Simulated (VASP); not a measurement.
Input of a VASP 6.6.1 run:

POSCAR

```
Cs
1.0
   -3.2223190132      3.1284650614      3.1284650614
    3.1284650614     -3.2223190132      3.1284650614
    3.1284650614      3.1284650614     -3.2223190132
Cs
1
Direct
    0.0000000000      0.0000000000      0.0000000000
```

The input INCAR.step1:

```
SYSTEM = Cs
PREC     = Accurate       ! precision mode
ENCUT    = 520            ! plane-wave cutoff, eV
ISMEAR   = -1             ! smearing method
SIGMA    = 0.03           ! smearing width, eV
LREAL    = .False.        ! projectors in reciprocal space
LASPH    = .True.         ! aspherical terms in the spheres
NELM     = 100            ! most SCF steps
NBANDS   = 10             ! bands
GGA      = PE             ! functional
ALGO     = Normal         ! electronic algorithm
EDIFF    = 1E-4           ! SCF threshold, eV
LWAVE    = .True.         ! write WAVECAR
LCHARG   = .False.        ! write CHGCAR
```

The input INCAR.step2:

```
SYSTEM = Cs
PREC     = Accurate       ! precision mode
ENCUT    = 520            ! plane-wave cutoff, eV
EDIFF    = 1E-8           ! SCF threshold, eV
ISMEAR   = -1             ! smearing method
SIGMA    = 0.03           ! smearing width, eV
LREAL    = .False.        ! projectors in reciprocal space
LASPH    = .True.         ! aspherical terms in the spheres
NELM     = 100            ! most SCF steps
ALGO     = Normal         ! electronic algorithm
ISIF     = 2              ! what is computed and relaxed
LWAVE    = .False.        ! write WAVECAR
LCHARG   = .False.        ! write CHGCAR
METAGGA  = R2SCAN         ! meta-GGA
LMIXTAU  = .True.       
LEFG     = .True.       
NBANDS   = 10             ! bands
ISTART   = 1
```

KPOINTS

```
regular mesh
0
Gamma
  9 9 9
  0 0 0
```

Potentials or basis: VASP PAW PBE potentials, release 64 (Cs_sv).

The run is started by

```console
$ cat potpaw_PBE.64/Cs_sv/POTCAR > POTCAR
$ cp INCAR.step1 INCAR
$ mpirun -np 1 vasp_std > vasp.out
$ cp INCAR.step2 INCAR
$ mpirun -np 1 vasp_std > vasp.out
```

Question: What does it give for the band gap on the k mesh?

Answer: Zero (an odd number of electrons rules out a gap without spin polarisation).

Question: Estimate the pressure.

Answer: 0.0 GPa.

Electric field gradients, principal values (V/Å²):
```tsv
atom	least	middle	greatest (by size)
1 Cs	-2.455	-2.455	4.910
```

Caveat: the cell differs from its parent crystal (equal xy, yz and zx shear strains of -3 %); without QUAD_EFG the Cq values of the log hold for a quadrupole moment of 1 mb, not for the nuclei; the PAW data sets were made with another functional, which shifts forces and pressure a little; spin-orbit coupling is left out, which moves the levels of the heavy elements.
